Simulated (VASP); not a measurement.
# Ge (Pm-3m) in VASP: a series of runs

Aim: see how the results for Ge move with the level of theory and the settings. Levels: PBE+D3(BJ), PBE+D4, PBE. Tasks: single point, relaxation of cell and atoms.

Everything below comes from runs of VASP 6.6.1. Logs are shortened: lines on timing, memory, paths and dates and some standing lists are left out, and cuts for length are marked.

### Step 1. The cell of the first run

The structure is cubic, space group Pm-3m (No. 221). Conventional cell: a = 2.669 Å, b = 2.669 Å, c = 2.669 Å, α = 90.00°, β = 90.00°, γ = 90.00°. Within 3.5 Å of Ge (site symmetry m-3m) lie 6 Ge at 2.67 Å.

### Step 2. Single point, PBE+D3(BJ)

INCAR

```
SYSTEM = Ge
  PREC = Accurate
  ENCUT = 520
  EDIFF = 1E-6
  ISMEAR = -1
  SIGMA = 0.05
  LREAL = .False.
  LASPH = .True.
  NELM = 60
  ALGO = Normal
  ISIF = 2
  LWAVE = .False.
  LCHARG = .True.
  GGA = PE
  IVDW = 12
  LELF = .True.
  LVHAR = .True.
  NBANDS = 13
```

KPOINTS

```
regular mesh
0
Gamma
  10 10 10
  0 0 0
```

POSCAR

```
Ge
1.0
    2.6690151087      0.0000000000      0.0000000000
    0.0000000000      2.6690151087      0.0000000000
    0.0000000000      0.0000000000      2.6690151087
Ge
1
Direct
    0.0000000000      0.0000000000      0.0000000000
```

Potentials or basis: VASP PAW PBE potentials, release 64 (Ge_d).

Run with:

```
$ cat potpaw_PBE.64/Ge_d/POTCAR > POTCAR
$ mpirun -np 1 vasp_std > vasp.out
```

OUTCAR:

```text
SYSTEM = Ge
   PREC = Accurate
   ENCUT = 520
   EDIFF = 1E-6
   ISMEAR = -1
   LREAL = .False.
   LASPH = .True.
   NELM = 60
   ISIF = 2
   GGA = PE
   IVDW = 12
 IVDW          = 12

 ion  position               nearest neighbor table
   1  0.000  0.000  0.000-

  LATTYP: Found a simple cubic cell.
 ALAT       =     2.6690151087

  Lattice vectors:

 A1 = (   2.6690151087,   0.0000000000,   0.0000000000)
 A2 = (   0.0000000000,   2.6690151087,   0.0000000000)
 A3 = (   0.0000000000,   0.0000000000,   2.6690151087)

Analysis of symmetry for initial positions (statically):
=====================================================================
 Subroutine PRICEL returns:
 Original cell was already a primitive cell.

 Routine SETGRP: Setting up the symmetry group for a
 simple cubic supercell.

 Subroutine GETGRP returns: Found 48 space group operations
 (whereof 48 operations were pure point group operations)
 out of a pool of 48 trial point group operations.

The static configuration has the point symmetry O_h .

Analysis of symmetry for dynamics (positions and initial velocities):
=====================================================================
 Subroutine PRICEL returns:
 Original cell was already a primitive cell.

 Routine SETGRP: Setting up the symmetry group for a
 simple cubic supercell.

 Subroutine GETGRP returns: Found 48 space group operations
 (whereof 48 operations were pure point group operations)
 out of a pool of 48 trial point group operations.

The dynamic configuration has the point symmetry O_h .

 Subroutine INISYM returns: Found 48 space group operations
 (whereof 48 operations are pure point group operations),
 and found     1 'primitive' translations

----------------------------------------------------------------------------------------

                                     Primitive cell

  volume of cell :      19.0131

  direct lattice vectors                    reciprocal lattice vectors
     2.669015109  0.000000000  0.000000000     0.374670041  0.000000000  0.000000000
     0.000000000  2.669015109  0.000000000     0.000000000  0.374670041  0.000000000
     0.000000000  0.000000000  2.669015109     0.000000000  0.000000000  0.374670041

  length of vectors
     2.669015109  2.669015109  2.669015109     0.374670041  0.374670041  0.374670041

  position of ions in fractional coordinates (direct lattice)
     0.000000000  0.000000000  0.000000000

  ion indices of the primitive-cell ions
   primitive index   ion index
                 1           1

----------------------------------------------------------------------------------------

 KPOINTS: regular mesh

Automatic generation of k-mesh.
 Grid dimensions read from file:
 generate k-points for:   10   10   10

 Generating k-lattice:

  Cartesian coordinates                     Fractional coordinates (reciprocal lattice)
     0.037467004  0.000000000  0.000000000     0.100000000  0.000000000  0.000000000
     0.000000000  0.037467004  0.000000000     0.000000000  0.100000000  0.000000000
     0.000000000  0.000000000  0.037467004     0.000000000  0.000000000  0.100000000

  Length of vectors
     0.037467004  0.037467004  0.037467004

  Shift w.r.t. Gamma in fractional coordinates (k-lattice)
     0.000000000  0.000000000  0.000000000

 Subroutine IBZKPT returns following result:
 ===========================================

 Found     56 irreducible k-points:

 Following reciprocal coordinates:
            Coordinates               Weight
  0.000000  0.000000  0.000000      1.000000
  0.100000  0.000000  0.000000      6.000000
  0.200000  0.000000  0.000000      6.000000
  0.300000  0.000000  0.000000      6.000000
  0.400000  0.000000  0.000000      6.000000
  0.500000  0.000000  0.000000      3.000000
[... 16 lines left out ...]
  0.200000  0.100000  0.100000     24.000000
  0.300000  0.100000  0.100000     24.000000
 [... further k-points ...]
   k-points           NKPTS =     56   k-points in BZ     NKDIM =     56   number of bands    NBANDS=     13
   number of dos      NEDOS =    301   number of ions     NIONS =      1
   total plane-waves  NPLWV =   8000
   dimension x,y,z NGX =    20 NGY =   20 NGZ =   20
   dimension x,y,z NGXF=    40 NGYF=   40 NGZF=   40
   ions per type =               1
   NGX,Y,Z   is equivalent  to a cutoff of  12.46, 12.46, 12.46 a.u.
   NGXF,Y,Z  is equivalent  to a cutoff of  24.91, 24.91, 24.91 a.u.
 SYSTEM =  Ge
   PREC   = accura    normal or accurate (medium, high low for compatibility)
   ISTART =      0    job   : 0-new  1-cont  2-samecut
   ICHARG =      2    charge: 1-file 2-atom 10-const
   ISPIN  =      1    spin polarized calculation?
   LNONCOLLINEAR =      F non collinear calculations
   LSORBIT =      F    spin-orbit coupling
   LASPH  =      T    aspherical Exc in radial PAW
   ENCUT  =  520.0 eV  38.22 Ry    6.18 a.u.   4.96  4.96  4.96*2*pi/ulx,y,z
   NELM   =     60;   NELMIN=  2; NELMDL= -5     # of ELM steps
   EDIFF  = 0.1E-05   stopping-criterion for ELM
   LREAL  =      F    real-space projection
   EDIFFG = 0.1E-04   stopping-criterion for IOM
   NSW    =      0    number of steps for IOM
   IBRION =     -1    ionic relax: 0-MD 1-quasi-New 2-CG
   NFREE  =      0    steps in history (QN), initial steepest desc. (CG)
   ISIF   =      2    stress and relaxation
   ISYM   =      2    0-nonsym 1-usesym 2-fastsym
   POTIM  = 0.5000    time-step for ionic-motion
   TEBEG  =    0.0;   TEEND  =   0.0 temperature during run
   PSTRESS=    0.0 pullay stress
   NELECT =      14.0000    total number of electrons
   NUPDOWN=      -1.0000    fix difference up-down
   EMIN   =  10.00;   EMAX   =-10.00  energy-range for DOS
   EFERMI =   0.00;   METHOD = LEGACY
   ISMEAR =    -1;   SIGMA  =   0.05  broadening in eV -4-tet -1-fermi 0-gaus
   EFERMI_NEDOS =   21; number of points for ismear=-14 and -15
   IALGO  =     38    algorithm
   IMIX   =      4    mixing-type and parameters
     AMIX     =   0.40;   BMIX     =  1.00
     AMIX_MAG =   1.60;   BMIX_MAG =  1.00
  volume/ion in A,a.u.               =      19.01       128.31
  Fermi-wavevector in a.u.,A,eV,Ry     =   1.478313  2.793607 29.734310  2.185410
  Thomas-Fermi vector in A             =   2.592610
   LORBIT       =      0    0 simple, 1 ext, 2 COOP (PROOUT), +10 PAW based schemes
   GGA     = PE    functional components
   LHFCALC =     F    Hartree Fock is set to
   AEXX    =    0.0000 exact exchange contribution
   IVDW    =    12    specifies the selected vdW correction
   LEPSILON=     F    determine dielectric tensor
   LRPA    =     F    only Hartree local field effects (RPA)
 non-spin polarized calculation
  energy-cutoff  :      520.00
  volume of cell :       19.01
 maximum number of plane-waves:       536
 NGX is ok and might be reduce to    20
   NGX =  9   NGY =  9   NGZ =  9

 number of electron      13.9999978 magnetization

 Free energy of the ion-electron system (eV)
  ---------------------------------------------------
  ext. energy  EPLUGINS =         0.00000000
  ---------------------------------------------------
  free energy    TOTEN  =        -4.29653755 eV

  energy without entropy =       -4.29428375  energy(sigma->0) =       -4.29541065

 E-fermi :   6.3957     XC(G=0): -11.1385

 val. band max:        6.3317212428   @ k =   0.3000   0.3000   0.2000
 cond. band min:       6.5419440066   @ k =   0.4000   0.4000   0.3000
 fundamental gap:      0.2102227638
 Fermi energy:         6.3957107698

 k-point     1 :       0.0000    0.0000    0.0000
  band No.  band energies     occupation
      1     -18.3117      2.00000
      2     -18.3117      2.00000
      3     -18.0341      2.00000
      4     -18.0341      2.00000
      5     -18.0341      2.00000
      6      -6.7014      2.00000
      7      13.2461      0.00000
      8      13.2461      0.00000
      9      13.2461      0.00000
     10      16.6027      0.00000
     11      16.6027      0.00000
     12      19.3369      0.00000
     13      35.6093      0.00000

 k-point     2 :       0.1000    0.0000    0.0000
  band No.  band energies     occupation
      1     -18.3103      2.00000
      2     -18.2911      2.00000
      3     -18.0410      2.00000
      4     -18.0410      2.00000
      5     -18.0335      2.00000
      6      -6.4984      2.00000
      7      10.7953      0.00000
      8      13.4430      0.00000
      9      13.4430      0.00000
     10      16.7821      0.00000
     11      18.1618      0.00000
     12      20.7452      0.00000
     13      32.3027      0.00000

 k-point     3 :       0.2000    0.0000    0.0000
  band No.  band energies     occupation
      1     -18.3063      2.00000
      2     -18.2373      2.00000
      3     -18.0593      2.00000
      4     -18.0593      2.00000
      5     -18.0319      2.00000
      6      -5.8922      2.00000
      7       7.4368      0.00000
      8      14.0129      0.00000
      9      14.0129      0.00000
     10      17.3152      0.00000
     11      19.0594      0.00000
     12      24.6448      0.00000
     13      28.9298      0.00000
[... 305 lines left out ...]
 k-point    23 :       0.2000    0.1000    0.1000
  band No.  band energies     occupation
      1     -18.2746      2.00000
      2     -18.2236      2.00000
      3     -18.0673      2.00000
      4     -18.0661      2.00000
      5     -18.0460      2.00000
      6      -5.4870      2.00000
      7       7.8002      0.00000
      8      11.4881      0.00000
      9      12.1888      0.00000
     10      20.5811      0.00000
     11      21.3756      0.00000
     12      24.3512      0.00000
     13      25.6472      0.00000

 k-point    24 :       0.3000    0.1000    0.1000
  band No.  band energies     occupation
      1     -18.2700      2.00000
      2     -18.1563      2.00000
      3     -18.0909      2.00000
      4     -18.0894      2.00000
      5     -18.0439      2.00000
      6      -4.4982      2.00000
      7       4.7562      2.00000
      8      12.3524      0.00000
      9      13.1076      0.00000
     10      21.1297      0.00000
     11      21.3585      0.00000
     12      22.8701      0.00000
     13      24.4555      0.00000

 [... further k-points ...]

------------------------ aborting loop because EDIFF is reached ----------------------------------------

 Edisp (eV)   -0.35177

 E8    (eV) :    -0.1566

  FORCE on cell =-STRESS in cart. coord.  units (eV):
  Direction    XX          YY          ZZ          XY          YZ          ZX
  --------------------------------------------------------------------------------------
  -------------------------------------------------------------------------------------
  Total      -0.01328    -0.01328    -0.01328    -0.00000     0.00000     0.00000
  in kB      -1.11869    -1.11869    -1.11869    -0.00000     0.00000     0.00000
  external pressure =       -1.12 kB  Pullay stress =        0.00 kB

 VOLUME and BASIS-vectors are now :
 -----------------------------------------------------------------------------
  energy-cutoff  :      520.00
  volume of cell :       19.01
      direct lattice vectors                 reciprocal lattice vectors
     2.669015109  0.000000000  0.000000000     0.374670041  0.000000000  0.000000000
     0.000000000  2.669015109  0.000000000     0.000000000  0.374670041  0.000000000
     0.000000000  0.000000000  2.669015109     0.000000000  0.000000000  0.374670041

 POSITION                                       TOTAL-FORCE (eV/Angst)
 -----------------------------------------------------------------------------------
      0.00000      0.00000      0.00000         0.000000      0.000000      0.000000
 -----------------------------------------------------------------------------------
    total drift:                                0.000000      0.000000      0.000000

  FREE ENERGIE OF THE ION-ELECTRON SYSTEM (eV)
  ---------------------------------------------------
  free  energy   TOTEN  =        -4.6483125101 eV

  energy  without entropy=       -4.6460587133  energy(sigma->0) =       -4.64718561
```

Wall time 5.2 s (1 thread of Intel Xeon Platinum 8488C (Sapphire Rapids), shared host); peak memory 0.13 GiB.

Results:

```yaml
Free_energy: -4.6483 eV
Pressure: -0.1 GPa
Band_gap_on_the_k_mesh: zero (band 7 reaches 13.25 eV, above the bottom of band 8 at 3.74 eV)
Dispersion_energy_per_atom: -0.352 eV
```

Levels at points of the mesh, in eV from the Fermi level:
| k point | band 3 | band 4 | band 5 | band 6 | band 7 | band 8 | band 9 | band 10 | band 11 | band 12 |
| --- | --- | --- | --- | --- | --- | --- | --- | --- | --- | --- |
| (0.00, 0.00, 0.00) | -24.43 | -24.43 | -24.43 | -13.10 | 6.85 | 6.85 | 6.85 | 10.21 | 10.21 | 12.94 |
| (0.50, 0.00, 0.00) | -24.50 | -24.49 | -24.42 | -9.16 | -5.86 | 9.89 | 9.89 | 13.55 | 15.55 | 16.66 |
| (0.50, 0.50, 0.00) | -24.49 | -24.49 | -24.35 | -4.97 | -2.66 | -2.66 | 3.10 | 12.90 | 19.76 | 19.76 |
| (0.50, 0.50, 0.50) | -24.59 | -24.34 | -24.34 | -0.08 | 0.35 | 0.35 | 0.35 | 6.93 | 6.93 | 6.93 |

Caveat: pairwise dispersion overbinds metals, which lowers pressure and volume.

### Step 3. Single point, PBE+D4

INCAR

```
PREC = Accurate
ENCUT = 520
EDIFF = 1E-6
ISMEAR = -1
SIGMA = 0.05
LREAL = F
LASPH = T
NELM = 100
ALGO = Normal
ISIF = 2
LWAVE = F
LCHARG = F
GGA = PE
IVDW = 13
NBANDS = 13
```

KPOINTS

```
Automatic mesh
0
Gamma
  10 10 10
```

POSCAR

```
Ge
1.0
    2.6685265096      0.0000000000      0.0000000000
    0.0000000000      2.6685265096      0.0000000000
    0.0000000000      0.0000000000      2.6685265096
Ge
1
Direct
    0.0000000000      0.0000000000      0.0000000000
```

Potentials or basis: VASP PAW PBE potentials, release 64 (Ge_d).

Run with:

```
$ cat potpaw_PBE.64/Ge_d/POTCAR > POTCAR
$ mpirun -np 1 vasp_std > vasp.out
```

Wall time 5.3 s (1 thread of Intel Xeon Platinum 8488C (Sapphire Rapids), shared host); peak memory 0.13 GiB.

Results (log left out):

| Property | Result |
| --- | --- |
| Free energy | -4.6799 eV |
| Pressure | -0.1 GPa |
| Band gap on the k mesh | zero (band 7 reaches 13.26 eV, above the bottom of band 8 at 3.74 eV) |
| Dispersion energy per atom | -0.384 eV |

Levels at points of the mesh, in eV from the Fermi level:
```csv
k point,band 4,band 5,band 6,band 7,band 8,band 9,band 10,band 11
"(0.00, 0.00, 0.00)",-24.43,-24.43,-13.10,6.85,6.85,6.85,10.21,10.21
"(0.50, 0.00, 0.00)",-24.49,-24.42,-9.17,-5.86,9.89,9.89,13.56,15.56
"(0.50, 0.50, 0.00)",-24.49,-24.35,-4.97,-2.66,-2.66,3.10,12.90,19.77
"(0.50, 0.50, 0.50)",-24.34,-24.34,-0.07,0.35,0.35,0.35,6.93,6.93
```

Caveat: pairwise dispersion overbinds metals, which lowers pressure and volume.

### Step 4. Relaxation of cell and atoms, PBE

This run uses another cell than the first one, of 19.91 Å³/atom, 1.047 times its volume.

INCAR

```
ALGO     = Normal         # electronic algorithm
EDIFF    = 1E-7           # SCF threshold, eV
EDIFFG   = -0.01          # ionic threshold
ENCUT    = 600            # plane-wave cutoff, eV
GGA      = PE             # functional
IBRION   = 2              # ionic algorithm
ISIF     = 3              # what is computed and relaxed
ISMEAR   = -1             # smearing method
LASPH    = T              # aspherical terms in the spheres
LCHARG   = F              # write CHGCAR
LREAL    = F              # projectors in reciprocal space
LWAVE    = F              # write WAVECAR
NELM     = 100            # most SCF steps
NSW      = 60             # ionic steps
PREC     = Accurate       # precision mode
SIGMA    = 0.05           # smearing width, eV
```

KPOINTS

```
k-points
0
Gamma
  10 10 10
```

POSCAR

```
Ge
1.0
    2.7104700000      0.0000000000      0.0000000000
    0.0000000000      2.7104700000      0.0000000000
    0.0000000000      0.0000000000      2.7104700000
Ge
1
Direct
    0.0000000000      0.0000000000      0.0000000000
```

Run with:

```
$ cat potpaw_PBE.64/Ge_d/POTCAR > POTCAR
$ mpirun -np 1 vasp_std > vasp.out
```

Wall time 11 s (1 thread of Intel Xeon Platinum 8488C (Sapphire Rapids), shared host); peak memory 0.14 GiB.

Results (log left out):

```yaml
Free_energy: -4.3038 eV
Relaxed_volume: 19.80 Å³/atom
Relaxed_cell: a = 2.705 Å, b = 2.705 Å, c = 2.705 Å, α = 90.00°, β = 90.00°, γ = 90.00°
Space_group_after_relaxing_to_0.05_Å: Pm-3m (No. 221)
Energy_gained_by_relaxing: 0.2 meV/atom
Ionic_steps: 3
Pressure_after_relaxing: 0.0 GPa
Band_gap_on_the_k_mesh: zero (band 7 reaches 12.60 eV, above the bottom of band 8 at 3.44 eV)
```

The path:
```tsv
step	energy change (eV)	largest force (eV/Å)	pressure (GPa)	volume (Å³)
1	0.0000	0.0000	-0.53	19.91
2	-0.0001	0.0000	0.21	19.73
3	-0.0002	0.0000	-0.03	19.80
```

Final structure:
```
CELL_PARAMETERS angstrom
2.70518 0.00000 0.00000
0.00000 2.70518 0.00000
0.00000 0.00000 2.70518
ATOMIC_POSITIONS crystal
Ge 0.00000 0.00000 0.00000
```

Levels at points of the mesh, in eV from the Fermi level:
```tsv
k point	band 4	band 5	band 6	band 7	band 8	band 9	band 10	band 11
(0.00, 0.00, 0.00)	-24.44	-24.44	-12.78	6.61	6.61	6.61	10.04	10.04
(0.50, 0.00, 0.00)	-24.49	-24.43	-9.05	-5.61	9.48	9.48	13.26	15.23
(0.50, 0.50, 0.00)	-24.50	-24.36	-5.08	-2.54	-2.54	3.17	12.30	19.38
(0.50, 0.50, 0.50)	-24.36	-24.36	-0.50	0.33	0.33	0.33	6.89	6.89
```

### Step 5. Relaxation of cell and atoms, PBE+D3(BJ)

This run uses another cell than the first one, of 19.91 Å³/atom, 1.047 times its volume.

INCAR

```
SYSTEM = Ge
ALGO = Normal
EDIFF = 1E-7
EDIFFG = -0.01
ENCUT = 600
GGA = PE
IBRION = 2
ISIF = 3
ISMEAR = -1
IVDW = 12
LASPH = .True.
LCHARG = .False.
LREAL = .False.
LWAVE = .False.
NELM = 80
NSW = 60
PREC = Accurate
SIGMA = 0.05
```

KPOINTS

```
k-points
0
Gamma
  10 10 10
  0 0 0
```

POSCAR is that of step 4.

Run with:

```
$ cat potpaw_PBE.64/Ge_d/POTCAR > POTCAR
$ mpirun -np 1 vasp_std > vasp.out
```

It took 12 s on 1 thread of Intel Xeon Platinum 8488C (Sapphire Rapids), shared host; peak memory 0.15 GiB.

The run converged. Its results:

```yaml
Free_energy: -4.6485 eV
Relaxed_volume: 19.02 Å³/atom
Relaxed_cell: a = 2.669 Å, b = 2.669 Å, c = 2.669 Å, α = 90.00°, β = 90.00°, γ = 90.00°
Space_group_after_relaxing_to_0.05_Å: Pm-3m (No. 221)
Energy_gained_by_relaxing: 9.0 meV/atom
Ionic_steps: 3
Pressure_after_relaxing: 0.1 GPa
Band_gap_on_the_k_mesh: zero (band 7 reaches 13.24 eV, above the bottom of band 8 at 3.74 eV)
Dispersion_energy_per_atom: -0.352 eV
```

The path:
| step | energy change (eV) | largest force (eV/Å) | pressure (GPa) | volume (Å³) |
| --- | --- | --- | --- | --- |
| 1 | 0.0000 | 0.0000 | -3.23 | 19.91 |
| 2 | -0.0083 | 0.0000 | 0.89 | 18.78 |
| 3 | -0.0090 | 0.0000 | 0.07 | 19.02 |

Final structure:
```xyz
1
Lattice="2.6694 0.0000 0.0000 0.0000 2.6694 0.0000 0.0000 0.0000 2.6694" Properties=species:S:1:pos:R:3 pbc="T T T"
Ge    0.0000    0.0000    0.0000
```

Levels at points of the mesh, in eV from the Fermi level:
```
           k point  band 5  band 6  band 7  band 8  band 9  band 10
(0.00, 0.00, 0.00)  -24.43  -13.09    6.85    6.85    6.85    10.21
(0.50, 0.00, 0.00)  -24.42   -9.16   -5.85    9.89    9.89    13.55
(0.50, 0.50, 0.00)  -24.35   -4.98   -2.66   -2.66    3.10    12.89
(0.50, 0.50, 0.50)  -24.34   -0.08    0.35    0.35    0.35     6.93
```

Caveat: pairwise dispersion overbinds metals, which lowers pressure and volume.

(Continued in part 2 of 2.)
